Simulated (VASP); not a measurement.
Here is a VASP 6.6.1 calculation.

Contents of INCAR:

```
SYSTEM = AlNi3
  ALGO = Normal
  EDIFF = 1E-7
  ENCUT = 520
  GGA = PE
  ISIF = 2
  ISMEAR = 0
  LASPH = .True.
  LCHARG = .False.
  LREAL = .False.
  LWAVE = .False.
  NBANDS = 24
  NELM = 100
  PREC = Accurate
  SIGMA = 0.15
```

KPOINTS

```
k-points
0
Gamma
  14 14 14
  0 0 0
```

The input POSCAR:

```
AlNi3
1.0
    0.0000000000      2.8358889503      2.8358889503
    2.8358889503      0.0000000000      2.8358889503
    2.8358889503      2.8358889503      0.0000000000
Al Ni
1 3
Direct
    0.5000000000      0.5000000000      0.5000000000
    0.2500000000      0.2500000000      0.2500000000
    0.0000000000      0.0000000000      0.0000000000
    0.7500000000      0.7500000000      0.7500000000
```

Potentials or basis: VASP PAW PBE potentials, release 64 (Al, Ni).

Run with:

```bash
$ cat potpaw_PBE.64/Al/POTCAR potpaw_PBE.64/Ni/POTCAR > POTCAR
$ mpirun -np 1 vasp_std > vasp.out
```

(1) What does it give for the pressure?

Results:

(1) 0.1 GPa.
